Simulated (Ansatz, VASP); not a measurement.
# Two plane-wave programs on SrO

Contents of INCAR:

```
ALGO = Normal ; EDIFF = 1E-7
ENCUT = 520 ; GGA = PE
ISIF = 2 ; ISMEAR = 0
LASPH = T ; LCHARG = F
LREAL = F ; LWAVE = F
NBANDS = 24 ; NELM = 80
PREC = Accurate ; SIGMA = 0.01
```

Contents of KPOINTS:

```
k-points
0
Gamma
  6 6 4
```

Contents of POSCAR:

```
SrO
1.0
    3.5037784468      0.0000000000      0.0000000000
   -1.7518892234      3.0343611441      0.0000000000
    0.0000000000      0.0000000000      6.1155218144
Sr O
2 2
Direct
    0.3333333333      0.6666666667      0.2500000000
    0.6666666667      0.3333333333      0.7500000000
    0.0000000000      0.0000000000      0.0000000000
    0.0000000000      0.0000000000      0.5000000000
```

Input for Ansatz:

```yaml
crystal:
  lattice:
    - [3.5037784468, 0.0, 0.0]
    - [-1.7518892234, 3.0343611441, 0.0]
    - [0.0, 0.0, 6.1155218144]
  atoms:
    - { symbol: Sr, position: [0.3333333333, 0.6666666667, 0.25] }
    - { symbol: Sr, position: [0.6666666667, 0.3333333333, 0.75] }
    - { symbol: O, position: [0.0, 0.0, 0.0] }
    - { symbol: O, position: [0.0, 0.0, 0.5] }
kpoints:
  mp_grid: { grid: [6, 6, 4] }
hamiltonian:
  xc: pbe
scf:
  occupations: { method: fixed }
  n_extra_bands: 5
output:
  forces: true
  stress: true
  eigenvalues: true
```

Alike in both runs: task single point; functional PBE; k mesh 6 × 6 × 4; no spin polarisation.

|  | VASP | Ansatz |
| --- | --- | --- |
| version | VASP 6.6.1 | Ansatz 0.2.0 |
| potentials or method | VASP PAW PBE potentials, release 64 (Sr_sv, O) | plane waves, PAW |
| plane-wave cutoff (eV) | 520 | 420 |
| occupations | gaussian, width 0.01 eV | fixed |
| valence electrons in the cell | 32 | 32 |

VASP gave:

- gap on the k mesh at the Fermi level (eV): 3.06
- pressure (GPa): 6.5
- traceless stress, the component that is largest in VASP (GPa): 0.61

Problem. Which values does Ansatz return?

Solution. gap on the k mesh at the Fermi level (eV): 3.10; pressure (GPa): 5.8; traceless stress, the component that is largest in VASP (GPa): 0.62.
